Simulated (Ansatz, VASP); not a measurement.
**SnSe in VASP and in Ansatz**

```
CELL_PARAMETERS angstrom
-0.03170 3.14626 3.14217
2.89325 0.07047 3.04000
2.92260 3.07343 0.04112
ATOMIC_POSITIONS crystal
Sn 0.00929 0.95169 0.07301
Se 0.50105 0.52186 0.49372
```

Alike in both runs: task single point; functional PBEsol; k mesh 4 × 4 × 4; no spin polarisation.

|  | VASP | Ansatz |
| --- | --- | --- |
| version | VASP 6.6.1 | Ansatz 0.2.0 |
| potentials or method | VASP PAW PBE potentials, release 64 (Sn_d, Se), cutoff 500 eV | plane waves, PAW |
| occupations | gaussian, width 0.01 eV | fixed |
| valence electrons in the cell | 20 | 30 |

|  | VASP | Ansatz | Ansatz less VASP |
| --- | --- | --- | --- |
| pressure (GPa) | -2.1 | -2.1 | -0.03 |
| traceless stress, the component that is largest in VASP (GPa) | 2.80 | 2.80 | -0.006 |
| rms of the force components (eV/Å) | 0.076 | 0.072 | -0.0041 |

VASP's potentials were made for PBE, not for PBEsol. Atom by atom the forces differ by 0.004 eV/Å (rms over components). VASP's potentials hold 20 valence electrons a cell and Ansatz's 30, so a difference there can come from the potentials and not from the codes. Ansatz's warnings: stress scf threshold loose.

The k mesh is coarse, so the values compare programs but aren't converged.
